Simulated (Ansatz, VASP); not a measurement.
Ca3Ge: VASP beside Ansatz

```
CELL_PARAMETERS angstrom
4.64260 0.00000 0.00000
0.00000 4.64260 0.00000
0.00000 0.00000 4.64260
ATOMIC_POSITIONS crystal
Ca 0.00000 0.50000 0.50000
Ca 0.50000 0.00000 0.50000
Ca 0.50000 0.50000 0.00000
Ge 0.00000 0.00000 0.00000
```

Alike in both runs: task relaxation of cell and atoms; functional PBE; k mesh 4 × 4 × 4; occupations gaussian, width 0.1 eV; no spin polarisation.

```csv
,VASP,Ansatz
version,VASP 6.6.1,Ansatz 0.2.0
potentials or method,"VASP PAW PBE potentials, release 64 (Ca_sv, Ge_d), cutoff 600 eV","scalar-relativistic, plane waves, PAW"
valence electrons in the cell,44,44
```

Ansatz gave:

* gap on the k mesh at the Fermi level, each at its own relaxed structure (eV): none
* relaxed volume (Å³/atom): 28.74
* relaxed length of the cell vector where the two differ most in proportion (Å): 4.863

Task: Estimate VASP's values.

Result: gap on the k mesh at the Fermi level, each at its own relaxed structure (eV): none; relaxed volume (Å³/atom): 28.97; relaxed length of the cell vector where the two differ most in proportion (Å): 4.875.

A gap of «none» marks a metal or a gap that the smearing closes.

Noted on VASP's run: the volume moved by over 15 % at a fixed basis, so the end points are rough.
